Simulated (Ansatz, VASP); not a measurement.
**One calculation of Ca, two programs**

Contents of POSCAR:

```
Ca
1.0
   -2.2946555683      2.2946555683      2.2946555683
    2.2946555683     -2.2946555683      2.2946555683
    2.2946555683      2.2946555683     -2.2946555683
Ca
1
Direct
    0.0000000000      0.0000000000      0.0000000000
```

Contents of INCAR.step1:

```
SYSTEM = Ca
ALGO = Normal
EDIFF = 1E-4
ENCUT = 520
GGA = PE
ISMEAR = 1
LASPH = .True.
LCHARG = .False.
LREAL = .False.
LWAVE = .True.
NBANDS = 11
NELM = 60
PREC = Accurate
SIGMA = 0.15
```

Contents of INCAR.step2:

```
SYSTEM = Ca
ALGO = Normal
EDIFF = 1E-6
ENCUT = 520
ISIF = 2
ISMEAR = 1
ISTART = 1
LASPH = .True.
LCHARG = .True.
LELF = .True.
LMIXTAU = .True.
LREAL = .False.
LVHAR = .True.
LWAVE = .False.
METAGGA = R2SCAN
NBANDS = 11
NELM = 60
PREC = Accurate
SIGMA = 0.15
```

Contents of KPOINTS:

```
k-points
0
Gamma
  7 7 7
  0 0 0
```

Input for Ansatz:

```yaml
crystal:
  lattice:
    - [-2.2946555682604584, 2.2946555682604584, 2.2946555682604584]
    - [2.2946555682604584, -2.2946555682604584, 2.2946555682604584]
    - [2.2946555682604584, 2.2946555682604584, -2.2946555682604584]
  atoms:
    - { symbol: Ca, position: [0.0, 0.0, 0.0] }
basis:
  ecutwfc: 571.4391111657479
kpoints:
  mp_grid:
    grid: [7, 7, 7]
hamiltonian:
  xc: r2scan
scf:
  occupations:
    method: cold
    width: 0.15
output:
  stress: true
```

Alike in both runs: task single point; functional r2SCAN; k mesh 7 × 7 × 7; no spin polarisation.

|  | VASP | Ansatz |
| --- | --- | --- |
| version | VASP 6.6.1 | Ansatz 0.2.0 |
| potentials or method | VASP PAW PBE potentials, release 64 (Ca_sv), cutoff 520 eV | plane waves, PAW |
| occupations | methfessel-paxton of order 1, width 0.15 eV | cold, width 0.15 eV |
| valence electrons in the cell | 10 | 10 |

```csv
,VASP,Ansatz,Ansatz less VASP
pressure (GPa),-1.5,-1.6,-0.04
```

VASP's potentials were made for PBE, not for r2SCAN.
